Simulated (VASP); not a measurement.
A run of VASP 6.6.1 is set up as follows.

The input POSCAR:

```
Lu
1.0
    5.4268017950      0.0000000000      0.0000000000
   -2.7134008975      4.6997482158      0.0000000000
    0.0000000000      0.0000000000      3.3991886333
Lu
3
Direct
    0.0000000000      0.0000000000      0.0000000000
    0.3333333333      0.6666666667      0.5000000000
    0.6666666667      0.3333333333      0.5000000000
```

File INCAR.step1:

```
SYSTEM = Lu
PREC = Accurate
ENCUT = 520
ISMEAR = -1
SIGMA = 0.1
LREAL = .False.
LASPH = .True.
NELM = 80
NBANDS = 44
GGA = PE
ALGO = Normal
EDIFF = 1E-4
LWAVE = .True.
LCHARG = .False.
```

The input INCAR.step2:

```
SYSTEM = Lu
PREC = Accurate
ENCUT = 520
EDIFF = 1E-6
ISMEAR = -1
SIGMA = 0.1
LREAL = .False.
LASPH = .True.
NELM = 80
ALGO = Normal
ISIF = 2
LWAVE = .False.
LCHARG = .False.
METAGGA = R2SCAN
LMIXTAU = .True.
NBANDS = 44
ISTART = 1
```

File KPOINTS:

```
Automatic mesh
0
Gamma
  8 8 11
  0 0 0
```

Potentials or basis: VASP PAW PBE potentials, release 64 (Lu).

Launch:

```sh
$ cat potpaw_PBE.64/Lu/POTCAR > POTCAR
$ cp INCAR.step1 INCAR
$ mpirun -np 1 vasp_std > vasp.out
$ cp INCAR.step2 INCAR
$ mpirun -np 1 vasp_std > vasp.out
```

**Question.** Predict the band gap on the k mesh.

**Answer.** Zero (an odd number of electrons rules out a gap without spin polarisation).

**Question.** Predict the pressure.

**Answer.** 0.3 GPa.

Stress tensor (GPa, compression positive):
```
0.30 0.00 0.00
0.00 0.30 0.00
0.00 0.00 0.40
```

Caveat: the PAW data sets were made with another functional, which shifts forces and pressure a little; spin-orbit coupling is left out, which moves the levels of the heavy elements.
